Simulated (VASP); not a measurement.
Input of a VASP 6.6.1 run:

The input POSCAR:

```
TiCo3
1.0
    3.5872010084      0.0000000000      0.0000000000
    0.0000000000      3.5872010084      0.0000000000
    0.0000000000      0.0000000000      3.5872010084
Ti Co
1 3
Direct
    0.0000000000      0.0000000000      0.0000000000
    0.0000000000      0.5000000000      0.5000000000
    0.5000000000      0.0000000000      0.5000000000
    0.5000000000      0.5000000000      0.0000000000
```

The input INCAR.step1:

```
ALGO = Normal
EDIFF = 1E-4
ENCUT = 520
GGA = PE
ISMEAR = 0
ISPIN = 2
LASPH = True
LCHARG = False
LMAXMIX = 4
LREAL = False
LWAVE = True
MAGMOM = -0.7 1.46 1.46 1.46
NBANDS = 32
NELM = 150
PREC = Accurate
SIGMA = 0.1
```

INCAR.step2

```
ALGO = Normal
EDIFF = 1E-6
ENCUT = 520
ISIF = 2
ISMEAR = 0
ISPIN = 2
ISTART = 1
LASPH = True
LCHARG = False
LMAXMIX = 4
LMIXTAU = True
LORBIT = 11
LREAL = False
LWAVE = False
MAGMOM = -0.7 1.46 1.46 1.46
METAGGA = R2SCAN
NBANDS = 32
NELM = 150
PREC = Accurate
SIGMA = 0.1
```

Contents of KPOINTS:

```
k-points
0
Gamma
  12 12 12
```

Potentials or basis: VASP PAW PBE potentials, release 64 (Ti_sv, Co).

Run with:

```bash
$ cat potpaw_PBE.64/Ti_sv/POTCAR potpaw_PBE.64/Co/POTCAR > POTCAR
$ cp INCAR.step1 INCAR
$ mpirun -np 1 vasp_std > vasp.out
$ cp INCAR.step2 INCAR
$ mpirun -np 1 vasp_std > vasp.out
```

(1) What does it give for the net moment?

(2) Estimate the pressure.

Results:

(1) 0.00 μB per cell.

(2) -8.2 GPa.

Caveat: the cell stands under tension; the PAW data sets were made with another functional, which shifts forces and pressure a little.
